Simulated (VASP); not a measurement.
# SrCd (Pm-3m) in VASP: further runs

SrCd is run at these levels: LDA; tasks: single point, relaxation of cell and atoms.

Everything below comes from runs of VASP 6.6.1. Logs are shortened: lines on timing, memory, paths and dates and some standing lists are left out, and cuts for length are marked.

### 1 The cell of the first run

Symmetry: Pm-3m, No. 221, cubic system. The conventional cell has a = 3.892 Å, b = 3.892 Å, c = 3.892 Å, α = 90.00°, β = 90.00°, γ = 90.00°. Sr (site symmetry m-3m) has 8 Cd at 3.37 Å and 6 Sr at 3.89 Å within 4.4 Å. Within 4.4 Å of Cd (site symmetry m-3m) lie 8 Sr at 3.37 Å and 6 Cd at 3.89 Å.

### 2 Single point, LDA

The input, INCAR:

```
PREC     = Accurate       # precision mode
ENCUT    = 520            # plane-wave cutoff, eV
EDIFF    = 1E-7           # SCF threshold, eV
ISMEAR   = -1             # smearing method
SIGMA    = 0.05           # smearing width, eV
LREAL    = False          # projectors in reciprocal space
LASPH    = True           # aspherical terms in the spheres
NELM     = 60             # most SCF steps
ALGO     = Normal         # electronic algorithm
ISIF     = 2              # what is computed and relaxed
LWAVE    = False          # write WAVECAR
LCHARG   = False          # write CHGCAR
NBANDS   = 18             # bands
```

The input, KPOINTS:

```
regular mesh
0
Gamma
  5 5 5
```

The input, POSCAR:

```
SrCd
1.0
    3.8918080017      0.0000000000      0.0000000000
    0.0000000000      3.8918080017      0.0000000000
    0.0000000000      0.0000000000      3.8918080017
Sr Cd
1 1
Direct
    0.5000000000      0.5000000000      0.5000000000
    0.0000000000      0.0000000000      0.0000000000
```

Potentials or basis: VASP PAW LDA potentials, release 64 (Sr_sv, Cd).

Launch:

```
cat potpaw_LDA.64/Sr_sv/POTCAR potpaw_LDA.64/Cd/POTCAR > POTCAR
mpirun -np 1 vasp_std > vasp.out
```

OUTCAR:

```text
PREC = Accurate
   ENCUT = 520
   EDIFF = 1E-7
   ISMEAR = -1
   LREAL = False
   LASPH = True
   NELM = 60
   ISIF = 2

 ion  position               nearest neighbor table
   1  0.500  0.500  0.500-   2 3.37   2 3.37   2 3.37   2 3.37   2 3.37   2 3.37   2 3.37   2 3.37

   2  0.000  0.000  0.000-   1 3.37   1 3.37   1 3.37   1 3.37   1 3.37   1 3.37   1 3.37   1 3.37

  LATTYP: Found a simple cubic cell.
 ALAT       =     3.8918080017

  Lattice vectors:

 A1 = (   3.8918080017,   0.0000000000,   0.0000000000)
 A2 = (   0.0000000000,   3.8918080017,   0.0000000000)
 A3 = (   0.0000000000,   0.0000000000,   3.8918080017)

Analysis of symmetry for initial positions (statically):
=====================================================================
 Subroutine PRICEL returns:
 Original cell was already a primitive cell.

 Routine SETGRP: Setting up the symmetry group for a
 simple cubic supercell.

 Subroutine GETGRP returns: Found 48 space group operations
[... 9 lines left out ...]

 Routine SETGRP: Setting up the symmetry group for a
 simple cubic supercell.

 Subroutine GETGRP returns: Found 48 space group operations
[... 11 lines left out ...]
                                     Primitive cell

  volume of cell :      58.9460

  direct lattice vectors                    reciprocal lattice vectors
     3.891808002  0.000000000  0.000000000     0.256949983  0.000000000  0.000000000
     0.000000000  3.891808002  0.000000000     0.000000000  0.256949983  0.000000000
     0.000000000  0.000000000  3.891808002     0.000000000  0.000000000  0.256949983

  length of vectors
     3.891808002  3.891808002  3.891808002     0.256949983  0.256949983  0.256949983

  position of ions in fractional coordinates (direct lattice)
     0.500000000  0.500000000  0.500000000
     0.000000000  0.000000000  0.000000000

  ion indices of the primitive-cell ions
   primitive index   ion index
                 1           1
                 2           2

----------------------------------------------------------------------------------------

 KPOINTS: regular mesh

Automatic generation of k-mesh.
 Grid dimensions read from file:
 generate k-points for:    5    5    5

 Generating k-lattice:

  Cartesian coordinates                     Fractional coordinates (reciprocal lattice)
     0.051389997  0.000000000  0.000000000     0.200000000  0.000000000  0.000000000
     0.000000000  0.051389997  0.000000000     0.000000000  0.200000000  0.000000000
     0.000000000  0.000000000  0.051389997     0.000000000  0.000000000  0.200000000

  Length of vectors
     0.051389997  0.051389997  0.051389997

  Shift w.r.t. Gamma in fractional coordinates (k-lattice)
     0.000000000  0.000000000  0.000000000

 Subroutine IBZKPT returns following result:
 ===========================================

 Found     10 irreducible k-points:

 Following reciprocal coordinates:
            Coordinates               Weight
  0.000000  0.000000  0.000000      1.000000
  0.200000  0.000000  0.000000      6.000000
  0.400000  0.000000  0.000000      6.000000
  0.200000  0.200000  0.000000     12.000000
  0.400000  0.200000  0.000000     24.000000
  0.400000  0.400000  0.000000     12.000000
  0.200000  0.200000  0.200000      8.000000
  0.400000  0.200000  0.200000     24.000000
  0.400000  0.400000  0.200000     24.000000
  0.400000  0.400000  0.400000      8.000000
   k-points           NKPTS =     10   k-points in BZ     NKDIM =     10   number of bands    NBANDS=     18
   number of dos      NEDOS =    301   number of ions     NIONS =      2
   total plane-waves  NPLWV =  27000
   dimension x,y,z NGX =    30 NGY =   30 NGZ =   30
   dimension x,y,z NGXF=    60 NGYF=   60 NGZF=   60
   ions per type =               1   1
   NGX,Y,Z   is equivalent  to a cutoff of  12.82, 12.82, 12.82 a.u.
   NGXF,Y,Z  is equivalent  to a cutoff of  25.63, 25.63, 25.63 a.u.
 SYSTEM =  unknown system
   PREC   = accura    normal or accurate (medium, high low for compatibility)
   ISTART =      0    job   : 0-new  1-cont  2-samecut
   ICHARG =      2    charge: 1-file 2-atom 10-const
   ISPIN  =      1    spin polarized calculation?
   LNONCOLLINEAR =      F non collinear calculations
   LSORBIT =      F    spin-orbit coupling
   LASPH  =      T    aspherical Exc in radial PAW
   ENCUT  =  520.0 eV  38.22 Ry    6.18 a.u.   7.24  7.24  7.24*2*pi/ulx,y,z
   NELM   =     60;   NELMIN=  2; NELMDL= -5     # of ELM steps
   EDIFF  = 0.1E-06   stopping-criterion for ELM
   LREAL  =      F    real-space projection
   EDIFFG = 0.1E-05   stopping-criterion for IOM
   NSW    =      0    number of steps for IOM
   IBRION =     -1    ionic relax: 0-MD 1-quasi-New 2-CG
   NFREE  =      0    steps in history (QN), initial steepest desc. (CG)
   ISIF   =      2    stress and relaxation
   ISYM   =      2    0-nonsym 1-usesym 2-fastsym
   POTIM  = 0.5000    time-step for ionic-motion
   TEBEG  =    0.0;   TEEND  =   0.0 temperature during run
   PSTRESS=    0.0 pullay stress
   NELECT =      22.0000    total number of electrons
   NUPDOWN=      -1.0000    fix difference up-down
   EMIN   =  10.00;   EMAX   =-10.00  energy-range for DOS
   EFERMI =   0.00;   METHOD = LEGACY
   ISMEAR =    -1;   SIGMA  =   0.05  broadening in eV -4-tet -1-fermi 0-gaus
   EFERMI_NEDOS =   21; number of points for ismear=-14 and -15
   IALGO  =     38    algorithm
   IMIX   =      4    mixing-type and parameters
     AMIX     =   0.40;   BMIX     =  1.00
     AMIX_MAG =   1.60;   BMIX_MAG =  1.00
  volume/ion in A,a.u.               =      29.47       198.89
  Fermi-wavevector in a.u.,A,eV,Ry     =   1.178685  2.227391 18.902542  1.389298
  Thomas-Fermi vector in A             =   2.315009
   LORBIT       =      0    0 simple, 1 ext, 2 COOP (PROOUT), +10 PAW based schemes
   GGA     = CA    functional components
   LHFCALC =     F    Hartree Fock is set to
   AEXX    =    0.0000 exact exchange contribution
   IVDW    =     0    specifies the selected vdW correction
   LEPSILON=     F    determine dielectric tensor
   LRPA    =     F    only Hartree local field effects (RPA)
 non-spin polarized calculation
  energy-cutoff  :      520.00
  volume of cell :       58.95
 maximum number of plane-waves:      1595
 NGX is ok and might be reduce to    30
   NGX = 15   NGY = 15   NGZ = 15

 number of electron      22.0000004 magnetization

 Free energy of the ion-electron system (eV)
  ---------------------------------------------------
  ext. energy  EPLUGINS =         0.00000000
  ---------------------------------------------------
  free energy    TOTEN  =        -4.16449116 eV

  energy without entropy =       -4.15407078  energy(sigma->0) =       -4.15928097

 E-fermi :   2.3844     XC(G=0):  -9.7983

 val. band max:        2.3172820551   @ k =   0.4000   0.4000   0.2000
 cond. band min:       2.6673094560   @ k =   0.4000   0.4000   0.0000
 fundamental gap:      0.3500274009
 Fermi energy:         2.3844037497

 k-point     1 :       0.0000    0.0000    0.0000
  band No.  band energies     occupation
      1     -32.9401      2.00000
      2     -14.9740      2.00000
      3     -14.9740      2.00000
      4     -14.9740      2.00000
      5      -6.2738      2.00000
      6      -6.2738      2.00000
[... 10 lines left out ...]
     17       7.9677      0.00000
     18       7.9677      0.00000

 k-point     2 :       0.2000    0.0000    0.0000
  band No.  band energies     occupation
      1     -32.9338      2.00000
      2     -15.0875      2.00000
      3     -14.9662      2.00000
      4     -14.9662      2.00000
      5      -6.2609      2.00000
      6      -6.1979      2.00000
[... 10 lines left out ...]
     17       9.3352      0.00000
     18       9.3352      0.00000

 k-point     3 :       0.4000    0.0000    0.0000
  band No.  band energies     occupation
      1     -32.9235      2.00000
      2     -15.2634      2.00000
      3     -14.9536      2.00000
      4     -14.9536      2.00000
      5      -6.2398      2.00000
      6      -6.1082      2.00000
[... 10 lines left out ...]
     17      10.2260      0.00000
     18      11.3866      0.00000

 k-point     4 :       0.2000    0.2000    0.0000
  band No.  band energies     occupation
      1     -32.9276      2.00000
      2     -15.0841      2.00000
      3     -15.0656      2.00000
      4     -14.9571      2.00000
      5      -6.2232      2.00000
      6      -6.1531      2.00000
[... 10 lines left out ...]
     17       8.4377      0.00000
     18      10.3837      0.00000

 k-point     5 :       0.4000    0.2000    0.0000
  band No.  band energies     occupation
      1     -32.9175      2.00000
      2     -15.2441      2.00000
      3     -15.0542      2.00000
      4     -14.9423      2.00000
      5      -6.2014      2.00000
      6      -6.1633      2.00000
[... 10 lines left out ...]
     17       9.3184      0.00000
     18      10.8189      0.00000

 k-point     6 :       0.4000    0.4000    0.0000
  band No.  band energies     occupation
      1     -32.9078      2.00000
      2     -15.2154      2.00000
      3     -15.2087      2.00000
      4     -14.9239      2.00000
      5      -6.2444      2.00000
      6      -6.1737      2.00000
[... 10 lines left out ...]
     17       9.0885      0.00000
     18       9.8558      0.00000

 k-point     7 :       0.2000    0.2000    0.2000
  band No.  band energies     occupation
      1     -32.9215      2.00000
      2     -15.0751      2.00000
      3     -15.0566      2.00000
      4     -15.0566      2.00000
      5      -6.1483      2.00000
      6      -6.1483      2.00000
[... 10 lines left out ...]
     17       9.4673      0.00000
     18       9.4673      0.00000

 k-point     8 :       0.4000    0.2000    0.2000
  band No.  band energies     occupation
      1     -32.9115      2.00000
      2     -15.2276      2.00000
      3     -15.0440      2.00000
      4     -15.0419      2.00000
      5      -6.1869      2.00000
      6      -6.1402      2.00000
[... 10 lines left out ...]
     17       9.1290      0.00000
     18      10.9071      0.00000

 k-point     9 :       0.4000    0.4000    0.2000
  band No.  band energies     occupation
      1     -32.9018      2.00000
      2     -15.2028      2.00000
      3     -15.1983      2.00000
      4     -15.0245      2.00000
      5      -6.2217      2.00000
      6      -6.1565      2.00000
[... 10 lines left out ...]
     17       9.3524      0.00000
     18      10.0531      0.00000

 k-point    10 :       0.4000    0.4000    0.4000
  band No.  band energies     occupation
      1     -32.8921      2.00000
      2     -15.1827      2.00000
      3     -15.1814      2.00000
      4     -15.1814      2.00000
      5      -6.1895      2.00000
      6      -6.1601      2.00000
[... 10 lines left out ...]
     17      10.1412      0.00000
     18      10.1412      0.00000

------------------------ aborting loop because EDIFF is reached ----------------------------------------

  FORCE on cell =-STRESS in cart. coord.  units (eV):
  Direction    XX          YY          ZZ          XY          YZ          ZX
  --------------------------------------------------------------------------------------
  -------------------------------------------------------------------------------------
  Total        0.0542488      0.0542488      0.0542488      0.0000000      0.0000000     -0.0000000
  in kB        1.4745072      1.4745072      1.4745072      0.0000000      0.0000000     -0.0000000
  external PRESSURE =       1.4745072 kB  Pullay stress =       0.0000000 kB

 VOLUME and BASIS-vectors are now :
 -----------------------------------------------------------------------------
  energy-cutoff  :      520.00
  volume of cell :       58.95
      direct lattice vectors                 reciprocal lattice vectors
     3.891808002  0.000000000  0.000000000     0.256949983  0.000000000  0.000000000
     0.000000000  3.891808002  0.000000000     0.000000000  0.256949983  0.000000000
     0.000000000  0.000000000  3.891808002     0.000000000  0.000000000  0.256949983

 POSITION                                       TOTAL-FORCE (eV/Angst)
 -----------------------------------------------------------------------------------
      1.94590      1.94590      1.94590         0.000000      0.000000      0.000000
      0.00000      0.00000      0.00000         0.000000      0.000000      0.000000
 -----------------------------------------------------------------------------------
    total drift:                                0.000000      0.000000     -0.000000

  FREE ENERGIE OF THE ION-ELECTRON SYSTEM (eV)
  ---------------------------------------------------
  free  energy   TOTEN  =        -4.1644911606 eV

  energy  without entropy=       -4.1540707838  energy(sigma->0) =       -4.15928097
```

Wall time 6.7 s (1 thread of Intel Xeon Platinum 8488C (Sapphire Rapids), shared host); peak memory 0.15 GiB.

What came out:

- Free energy: -4.1645 eV
- Pressure: 0.1 GPa
- Band gap on the k mesh: zero (band 11 reaches 3.79 eV, above the bottom of band 12 at 1.82 eV)

Levels at points of the mesh, in eV from the Fermi level:
| k point | band 7 | band 8 | band 9 | band 10 | band 11 | band 12 | band 13 | band 14 | band 15 | band 16 |
| --- | --- | --- | --- | --- | --- | --- | --- | --- | --- | --- |
| (0.00, 0.00, 0.00) | -8.46 | -8.46 | -8.46 | -6.01 | 1.40 | 1.40 | 4.40 | 4.40 | 4.40 | 5.58 |

[end of part 1 of 2]
